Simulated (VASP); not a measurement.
# KF: single point with HSE06

The system is KF.

```
K F
1.0
     0.00000    2.93540    2.93540
     2.93540    0.00000    2.93540
     2.93540    2.93540    0.00000
K F
1 1
Direct
  0.00000 0.00000 0.00000
  0.25000 0.25000 0.25000
```

```json
{
  "Program": "VASP 6.6.1",
  "Task": "single point",
  "Functional": "HSE06",
  "Potentials or basis": "VASP PAW PBE potentials, release 64 (K_sv, F)",
  "Cutoff": "520 eV",
  "k mesh": "6 × 6 × 6",
  "Occupations": "gaussian, width 0.01 eV",
  "Spin": "no spin polarisation",
  "Dipole correction": "no",
  "Grid for exact exchange (PRECFOCK)": "Normal",
  "Further INCAR settings": "ALGO = Normal; EDIFF = 1e-06; NBANDS = 15",
  "Share of exact exchange": "0.25",
  "Screening parameter": "0.2079 1/Å"
}
```

| Quantity | Value |
| --- | --- |
| Pressure | 0.5 GPa |
| Band gap on the k mesh | 7.03 eV (least direct gap 7.24 eV) |

Levels at points of the mesh, in eV from the valence-band top:
```
           k point  band 5  band 6  band 7  band 8  band 9  band 10  band 11  band 12
(0.00, 0.00, 0.00)   -9.77   -0.21   -0.21   -0.21    7.03    14.16    14.16    14.26
(0.50, 0.00, 0.00)   -9.82   -0.26   -0.12   -0.12    9.94    11.17    13.15    13.15
(0.50, 0.50, 0.00)   -9.79   -0.45    0.00    0.00   10.20    10.37    14.63    15.38
```

It took 70 min on 1 thread of Intel Xeon 8259CL, on a shared host, peak memory 0.3 GiB.

Caveat: the structure was generated, so it needn't be the stable form of KF; the PAW data sets were made with another functional, which shifts forces and pressure a little. A k mesh can miss the band edges.
